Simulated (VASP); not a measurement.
A run of VASP 6.6.1 is set up as follows.

The input INCAR:

```
PREC = Accurate
ENCUT = 520
EDIFF = 1E-6
ISMEAR = 0
SIGMA = 0.05
LREAL = F
LASPH = T
NELM = 80
ALGO = Normal
ISIF = 2
LWAVE = F
LCHARG = T
LELF = T
LVHAR = T
NBANDS = 25
```

The input KPOINTS:

```
regular mesh
0
Gamma
  6 6 8
```

File POSCAR:

```
SiO2
1.0
    4.1053000000      0.0000000000      0.0000000000
    0.0000000000      4.1053000000      0.0000000000
    0.0000000000      0.0000000000      2.5974000000
Si O
2 4
Direct
    0.5000000000      0.5000000000      0.5000000000
    0.0000000000      0.0000000000      0.0000000000
    0.6944252994      0.6944252994      0.0000000000
    0.1944252994      0.8055747006      0.5000000000
    0.3055747006      0.3055747006      0.0000000000
    0.8055747006      0.1944252994      0.5000000000
```

Potentials or basis: VASP PAW LDA potentials, release 64 (Si, O).

Run with:

```bash
$ cat potpaw_LDA.64/Si/POTCAR potpaw_LDA.64/O/POTCAR > POTCAR
$ mpirun -np 1 vasp_std > vasp.out
```

(1) Predict the largest force.

(2) Predict the band gap on the k mesh.

(3) Predict the pressure.

Answers

(1) 0.336 eV/Å.

(2) 6.77 eV.

(3) 20.0 GPa.

Caveat: the cell stands under pressure.
